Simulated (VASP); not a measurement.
Here is a VASP 6.6.1 calculation.

The input INCAR:

```
PREC     = Accurate       # precision mode
ENCUT    = 520            # plane-wave cutoff, eV
EDIFF    = 1E-6           # SCF threshold, eV
ISMEAR   = -1             # smearing method
SIGMA    = 0.1            # smearing width, eV
LREAL    = F              # projectors in reciprocal space
LASPH    = T              # aspherical terms in the spheres
NELM     = 80             # most SCF steps
ALGO     = Normal         # electronic algorithm
ISIF     = 2              # what is computed and relaxed
LWAVE    = F              # write WAVECAR
LCHARG   = T              # write CHGCAR
GGA      = PE             # functional
LELF     = T              # ELF
LVHAR    = T            
NBANDS   = 12             # bands
```

The input KPOINTS:

```
regular mesh
0
Gamma
  24 24 24
```

POSCAR

```
Cu
1.0
    0.0000000000      1.8384538475      1.8384538475
    1.8384538475      0.0000000000      1.8384538475
    1.8384538475      1.8384538475      0.0000000000
Cu
1
Direct
    0.0000000000      0.0000000000      0.0000000000
```

Potentials or basis: VASP PAW PBE potentials, release 64 (Cu).

Run with:

```bash
$ cat potpaw_PBE.64/Cu/POTCAR > POTCAR
$ mpirun -np 1 vasp_std > vasp.out
```

Q: Estimate the band gap on the k mesh.

A: Zero (an odd number of electrons rules out a gap without spin polarisation).

Q: What does it give for the pressure?

A: -4.4 GPa.

Caveat: the cell stands under tension.
